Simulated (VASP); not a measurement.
# CdTe (F-43m) in VASP: further runs

Aim: see how the results for CdTe move with the level of theory and the settings. Levels: PBE, r2SCAN. Tasks: single point.

Program: VASP 6.6.1. These are calculated values, not measurements. Logs are shortened: lines on timing, memory, paths and dates and some standing lists are left out, and cuts for length are marked.

**1. The cell of the first run**

Symmetry: F-43m, No. 216, cubic system. Conventional cell: a = 6.560 Å, b = 6.560 Å, c = 6.560 Å, α = 90.00°, β = 90.00°, γ = 90.00°. Cd (site symmetry -43m) has 4 Te at 2.84 Å within 3.7 Å. Te (site symmetry -43m) has 4 Cd at 2.84 Å within 3.7 Å.

**2. Single point, PBE**

File INCAR:

```
SYSTEM = CdTe
PREC = Accurate ; ENCUT = 520
EDIFF = 1E-7 ; ISMEAR = 0
SIGMA = 0.01 ; LREAL = .False.
LASPH = .True. ; NELM = 60
ALGO = Normal ; ISIF = 2
LWAVE = .False. ; LCHARG = .True.
GGA = PE ; LELF = .True.
LVHAR = .True. ; NBANDS = 16
```

File KPOINTS:

```
regular mesh
0
Gamma
  4 4 4
  0 0 0
```

File POSCAR:

```
CdTe
1.0
    0.0000000000      3.2799400819      3.2799400819
    3.2799400819      0.0000000000      3.2799400819
    3.2799400819      3.2799400819      0.0000000000
Cd Te
1 1
Direct
    0.0000000000      0.0000000000      0.0000000000
    0.2500000000      0.2500000000      0.2500000000
```

Potentials or basis: VASP PAW PBE potentials, release 64 (Cd, Te).

Launch:

```bash
> cat potpaw_PBE.64/Cd/POTCAR potpaw_PBE.64/Te/POTCAR > POTCAR
> mpirun -np 1 vasp_std > vasp.out
```

OUTCAR:

```text
SYSTEM = CdTe
   PREC = Accurate
   ENCUT = 520
   EDIFF = 1E-7
   ISMEAR = 0
   LREAL = .False.
   LASPH = .True.
   NELM = 60
   ISIF = 2
   GGA = PE

 ion  position               nearest neighbor table
   1  0.000  0.000  0.000-   2 2.84   2 2.84   2 2.84   2 2.84
   2  0.250  0.250  0.250-   1 2.84   1 2.84   1 2.84   1 2.84

  LATTYP: Found a face centered cubic cell.
 ALAT       =     6.5598801638

  Lattice vectors:

 A1 = (   0.0000000000,   3.2799400819,   3.2799400819)
 A2 = (   3.2799400819,   0.0000000000,   3.2799400819)
 A3 = (   3.2799400819,   3.2799400819,   0.0000000000)

Analysis of symmetry for initial positions (statically):
=====================================================================
 Subroutine PRICEL returns:
 Original cell was already a primitive cell.

 Routine SETGRP: Setting up the symmetry group for a
 face centered cubic supercell.

 Subroutine GETGRP returns: Found 24 space group operations
 (whereof 24 operations were pure point group operations)
 out of a pool of 48 trial point group operations.

The static configuration has the point symmetry T_d .

Analysis of symmetry for dynamics (positions and initial velocities):
=====================================================================
 Subroutine PRICEL returns:
 Original cell was already a primitive cell.

 Routine SETGRP: Setting up the symmetry group for a
 face centered cubic supercell.

 Subroutine GETGRP returns: Found 24 space group operations
 (whereof 24 operations were pure point group operations)
 out of a pool of 48 trial point group operations.

The dynamic configuration has the point symmetry T_d .

 Subroutine INISYM returns: Found 24 space group operations
 (whereof 24 operations are pure point group operations),
 and found     1 'primitive' translations

----------------------------------------------------------------------------------------

                                     Primitive cell

  volume of cell :      70.5712

  direct lattice vectors                    reciprocal lattice vectors
     0.000000000  3.279940082  3.279940082    -0.152441809  0.152441809  0.152441809
     3.279940082  0.000000000  3.279940082     0.152441809 -0.152441809  0.152441809
     3.279940082  3.279940082  0.000000000     0.152441809  0.152441809 -0.152441809

  length of vectors
     4.638535748  4.638535748  4.638535748     0.264036959  0.264036959  0.264036959

  position of ions in fractional coordinates (direct lattice)
     0.000000000  0.000000000  0.000000000
     0.250000000  0.250000000  0.250000000

  ion indices of the primitive-cell ions
   primitive index   ion index
                 1           1
                 2           2

----------------------------------------------------------------------------------------

 KPOINTS: regular mesh

Automatic generation of k-mesh.
 Grid dimensions read from file:
 generate k-points for:    4    4    4

 Generating k-lattice:

  Cartesian coordinates                     Fractional coordinates (reciprocal lattice)
    -0.038110452  0.038110452  0.038110452     0.250000000  0.000000000  0.000000000
     0.038110452 -0.038110452  0.038110452     0.000000000  0.250000000  0.000000000
     0.038110452  0.038110452 -0.038110452     0.000000000  0.000000000  0.250000000

  Length of vectors
     0.066009240  0.066009240  0.066009240

  Shift w.r.t. Gamma in fractional coordinates (k-lattice)
     0.000000000  0.000000000  0.000000000

 Subroutine IBZKPT returns following result:
 ===========================================

 Found      8 irreducible k-points:

 Following reciprocal coordinates:
            Coordinates               Weight
  0.000000  0.000000  0.000000      1.000000
  0.250000  0.000000  0.000000      8.000000
  0.500000  0.000000  0.000000      4.000000
  0.250000  0.250000  0.000000      6.000000
  0.500000  0.250000  0.000000     24.000000
 -0.250000  0.250000  0.000000     12.000000
  0.500000  0.500000  0.000000      3.000000
 -0.250000  0.500000  0.250000      6.000000
   k-points           NKPTS =      8   k-points in BZ     NKDIM =      8   number of bands    NBANDS=     16
   number of dos      NEDOS =    301   number of ions     NIONS =      2
   total plane-waves  NPLWV =  46656
   dimension x,y,z NGX =    36 NGY =   36 NGZ =   36
   dimension x,y,z NGXF=    72 NGYF=   72 NGZF=   72
   ions per type =               1   1
   NGX,Y,Z   is equivalent  to a cutoff of  12.90, 12.90, 12.90 a.u.
   NGXF,Y,Z  is equivalent  to a cutoff of  25.80, 25.80, 25.80 a.u.
 SYSTEM =  CdTe
   PREC   = accura    normal or accurate (medium, high low for compatibility)
   ISTART =      0    job   : 0-new  1-cont  2-samecut
   ICHARG =      2    charge: 1-file 2-atom 10-const
   ISPIN  =      1    spin polarized calculation?
   LNONCOLLINEAR =      F non collinear calculations
   LSORBIT =      F    spin-orbit coupling
   LASPH  =      T    aspherical Exc in radial PAW
   ENCUT  =  520.0 eV  38.22 Ry    6.18 a.u.   8.62  8.62  8.62*2*pi/ulx,y,z
   NELM   =     60;   NELMIN=  2; NELMDL= -5     # of ELM steps
   EDIFF  = 0.1E-06   stopping-criterion for ELM
   LREAL  =      F    real-space projection
   EDIFFG = 0.1E-05   stopping-criterion for IOM
   NSW    =      0    number of steps for IOM
   IBRION =     -1    ionic relax: 0-MD 1-quasi-New 2-CG
   NFREE  =      0    steps in history (QN), initial steepest desc. (CG)
   ISIF   =      2    stress and relaxation
   ISYM   =      2    0-nonsym 1-usesym 2-fastsym
   POTIM  = 0.5000    time-step for ionic-motion
   TEBEG  =    0.0;   TEEND  =   0.0 temperature during run
   PSTRESS=    0.0 pullay stress
   NELECT =      18.0000    total number of electrons
   NUPDOWN=      -1.0000    fix difference up-down
   EMIN   =  10.00;   EMAX   =-10.00  energy-range for DOS
   EFERMI =   0.00;   METHOD = LEGACY
   ISMEAR =     0;   SIGMA  =   0.01  broadening in eV -4-tet -1-fermi 0-gaus
   EFERMI_NEDOS =   21; number of points for ismear=-14 and -15
   IALGO  =     38    algorithm
   IMIX   =      4    mixing-type and parameters
     AMIX     =   0.40;   BMIX     =  1.00
     AMIX_MAG =   1.60;   BMIX_MAG =  1.00
  volume/ion in A,a.u.               =      35.29       238.12
  Fermi-wavevector in a.u.,A,eV,Ry     =   1.038221  1.961953 14.665755  1.077903
  Thomas-Fermi vector in A             =   2.172695
   LORBIT       =      0    0 simple, 1 ext, 2 COOP (PROOUT), +10 PAW based schemes
   GGA     = PE    functional components
   LHFCALC =     F    Hartree Fock is set to
   AEXX    =    0.0000 exact exchange contribution
   IVDW    =     0    specifies the selected vdW correction
   LEPSILON=     F    determine dielectric tensor
   LRPA    =     F    only Hartree local field effects (RPA)
 non-spin polarized calculation
 Gauss-broadening in eV      SIGMA  =   0.01
  energy-cutoff  :      520.00
  volume of cell :       70.57
 maximum number of plane-waves:      1924
 NGX is ok and might be reduce to    36
   NGX = 17   NGY = 17   NGZ = 17

 number of electron      18.0000006 magnetization

 Free energy of the ion-electron system (eV)
  ---------------------------------------------------
  ext. energy  EPLUGINS =         0.00000000
  ---------------------------------------------------
  free energy    TOTEN  =        -4.74595660 eV

  energy without entropy =       -4.74595660  energy(sigma->0) =       -4.74595660

 E-fermi :   2.1407     XC(G=0):  -8.4106

 val. band max:        2.0507690466   @ k =   0.0000   0.0000   0.0000
 cond. band min:       2.6988107704   @ k =   0.0000   0.0000   0.0000
 fundamental gap:      0.6480417238
 Fermi energy:         2.1406809556

 k-point     1 :       0.0000    0.0000    0.0000
  band No.  band energies     occupation
      1      -8.9160      2.00000
      2      -6.1492      2.00000
      3      -6.1492      2.00000
      4      -6.1492      2.00000
      5      -5.9170      2.00000
      6      -5.9170      2.00000
      7       2.0508      2.00000
      8       2.0508      2.00000
      9       2.0508      2.00000
     10       2.6988      0.00000
     11       6.6562      0.00000
     12       6.6562      0.00000
     13       6.6562      0.00000
     14       9.4579      0.00000
     15      11.3298      0.00000
     16      11.3298      0.00000

 k-point     2 :       0.2500    0.0000    0.0000
  band No.  band energies     occupation
      1      -8.7330      2.00000
      2      -6.1173      2.00000
      3      -6.1173      2.00000
      4      -5.9602      2.00000
      5      -5.9172      2.00000
      6      -5.9172      2.00000
      7      -0.5904      2.00000
      8       1.6510      2.00000
      9       1.6510      2.00000
     10       3.9646      0.00000
     11       7.1847      0.00000
     12       7.1847      0.00000
     13       7.3452      0.00000
     14      10.3382      0.00000
     15      10.4606      0.00000
     16      10.4606      0.00000

 k-point     3 :       0.5000    0.0000    0.0000
  band No.  band energies     occupation
      1      -8.5537      2.00000
      2      -6.0927      2.00000
      3      -6.0927      2.00000
      4      -5.9088      2.00000
      5      -5.9088      2.00000
      6      -5.5882      2.00000
      7      -2.1827      2.00000
      8       1.3256      2.00000
      9       1.3256      2.00000
     10       3.8187      0.00000
     11       7.2339      0.00000
     12       7.2339      0.00000
     13       9.0922      0.00000
     14      10.5731      0.00000
     15      12.2589      0.00000
     16      12.2589      0.00000

 k-point     4 :       0.2500    0.2500    0.0000
  band No.  band energies     occupation
      1      -8.6739      2.00000
      2      -6.0803      2.00000
      3      -6.0803      2.00000
      4      -5.9981      2.00000
      5      -5.9032      2.00000
      6      -5.8839      2.00000
      7      -0.5591      2.00000
      8       1.0354      2.00000
      9       1.0354      2.00000
     10       4.9181      0.00000
     11       5.4002      0.00000
     12       8.4431      0.00000
     13       8.4431      0.00000
     14       8.8337      0.00000
     15      11.8582      0.00000
     16      12.5510      0.00000

 k-point     5 :       0.5000    0.2500    0.0000
  band No.  band energies     occupation
      1      -8.4994      2.00000
      2      -6.0623      2.00000
      3      -6.0465      2.00000
      4      -5.9518      2.00000
      5      -5.9024      2.00000
      6      -5.5354      2.00000
      7      -1.8734      2.00000
      8       0.0934      2.00000
      9       0.7607      2.00000
     10       4.9908      0.00000
     11       6.5057      0.00000
     12       8.1946      0.00000
     13       8.7285      0.00000
     14      10.9248      0.00000
     15      12.4591      0.00000
     16      12.9949      0.00000

 k-point     6 :      -0.2500    0.2500    0.0000
  band No.  band energies     occupation
      1      -8.5561      2.00000
      2      -6.0781      2.00000
      3      -6.0759      2.00000
      4      -5.9236      2.00000
      5      -5.9223      2.00000
      6      -5.6529      2.00000
      7      -1.5329      2.00000
      8       0.0334      2.00000
      9       1.2967      2.00000
     10       5.1023      0.00000
     11       7.2430      0.00000
     12       7.6464      0.00000
     13       7.8566      0.00000
     14      10.0562      0.00000
     15      11.4640      0.00000
     16      13.0621      0.00000

 k-point     7 :       0.5000    0.5000    0.0000
  band No.  band energies     occupation
      1      -8.4438      2.00000
      2      -6.0059      2.00000
      3      -6.0039      2.00000
      4      -6.0039      2.00000
      5      -5.8894      2.00000
      6      -5.4588      2.00000
      7      -2.0974      2.00000
      8       0.3022      2.00000
      9       0.3022      2.00000
     10       4.7111      0.00000
     11       4.7212      0.00000
     12      10.7022      0.00000
     13      10.9844      0.00000
     14      10.9844      0.00000
     15      12.7868      0.00000
     16      13.4848      0.00000

 k-point     8 :      -0.2500    0.5000    0.2500
  band No.  band energies     occupation
      1      -8.4453      2.00000
      2      -6.0404      2.00000
      3      -6.0334      2.00000
      4      -5.9427      2.00000
      5      -5.9157      2.00000
      6      -5.3879      2.00000
      7      -1.9769      2.00000
      8      -0.1383      2.00000
      9      -0.0031      2.00000
     10       6.1688      0.00000
     11       6.7342      0.00000
     12       7.5530      0.00000
     13       8.3526      0.00000
     14      11.4968      0.00000
     15      12.9893      0.00000
     16      13.2207      0.00000

------------------------ aborting loop because EDIFF is reached ----------------------------------------

  FORCE on cell =-STRESS in cart. coord.  units (eV):
  Direction    XX          YY          ZZ          XY          YZ          ZX
  --------------------------------------------------------------------------------------
  -------------------------------------------------------------------------------------
  Total        0.5778663      0.5778663      0.5778663      0.0000000      0.0000000     -0.0000000
  in kB       13.1192868     13.1192868     13.1192868      0.0000000      0.0000000     -0.0000000
  external PRESSURE =      13.1192868 kB  Pullay stress =       0.0000000 kB

 VOLUME and BASIS-vectors are now :
 -----------------------------------------------------------------------------
  energy-cutoff  :      520.00
  volume of cell :       70.57
      direct lattice vectors                 reciprocal lattice vectors
     0.000000000  3.279940082  3.279940082    -0.152441809  0.152441809  0.152441809
     3.279940082  0.000000000  3.279940082     0.152441809 -0.152441809  0.152441809
     3.279940082  3.279940082  0.000000000     0.152441809  0.152441809 -0.152441809

 POSITION                                       TOTAL-FORCE (eV/Angst)
 -----------------------------------------------------------------------------------
      0.00000      0.00000      0.00000        -0.000000      0.000000      0.000000
      1.63997      1.63997      1.63997         0.000000     -0.000000     -0.000000
 -----------------------------------------------------------------------------------
    total drift:                               -0.000000     -0.000000     -0.000000

  FREE ENERGIE OF THE ION-ELECTRON SYSTEM (eV)
  ---------------------------------------------------
  free  energy   TOTEN  =        -4.7459565956 eV

  energy  without entropy=       -4.7459565956  energy(sigma->0) =       -4.74595660
```

Wall time 14 s (1 thread of AMD EPYC 7R13 (Zen 3), shared host); peak memory 0.17 GiB.

What came out:

* Free energy: -4.7460 eV
* Pressure: 1.3 GPa
* Band gap on the k mesh: 0.65 eV

Caveat: semilocal functionals underestimate gaps, and a narrow one can read as zero; spin-orbit coupling is left out, which moves the levels of the heavy elements.

(Part 1 of 2 ends here.)
